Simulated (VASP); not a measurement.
**Cr: single point with r2SCAN+D4**

Cr:

```
Cr
1.0
    -1.48445    1.48445    1.48445
     1.48445   -1.48445    1.48445
     1.48445    1.48445   -1.48445
Cr
1
Direct
  0.00000 0.00000 0.00000
```

- Program: VASP 6.6.1
- Task: single point
- Functional: r2SCAN
- Dispersion: D4
- Potentials or basis: VASP PAW PBE potentials, release 64 (Cr_pv)
- Cutoff: 520 eV
- k mesh: 12 × 12 × 12
- Occupations: methfessel-paxton, width 0.1 eV
- Spin: collinear spin, zero start
- Starting moments: [0.0] μB
- Dipole correction: no
- Further INCAR settings: ALGO = Normal; EDIFF = 1e-06; NBANDS = 16

The pressure is -30.8 GPa, the band gap on the k mesh is zero (filled and empty bands overlap) and the net moment is 0.00 μB per cell. The valence electrons inside the program's atomic spheres are Cr 11.05. The dispersion energy per atom is -0.136 eV.

Levels at points of the mesh, in eV from the Fermi level:
Spin up:
```csv
k point,band 3,band 4,band 5,band 6,band 7,band 8,band 9,band 10
"(0.00, 0.00, 0.00)",-44.39,-7.84,-0.72,-0.72,-0.72,1.36,1.36,3.10
"(0.50, 0.00, 0.00)",-44.39,-3.95,-2.08,0.78,1.25,1.63,2.51,3.02
"(0.50, 0.50, 0.50)",-44.84,-3.53,-3.53,2.18,2.18,2.18,3.03,9.98
```
Spin down:
```csv
k point,band 2,band 3,band 4,band 5,band 6,band 7,band 8,band 9,band 10,band 11
"(0.00, 0.00, 0.00)",-44.39,-44.39,-7.84,-0.72,-0.72,-0.72,1.36,1.36,3.10,22.23
"(0.50, 0.00, 0.00)",-44.60,-44.39,-3.95,-2.08,0.78,1.25,1.63,2.51,3.02,9.01
"(0.50, 0.50, 0.50)",-44.84,-44.84,-3.53,-3.53,2.18,2.18,2.18,3.03,9.98,9.98
```

It took 86 s on 1 thread of Intel Xeon 6975P-C (shared host), peak memory 0.15 GiB.

Caveat: the PAW data sets were made with another functional, which shifts forces and pressure a little; pairwise dispersion overbinds metals, which lowers pressure and volume.
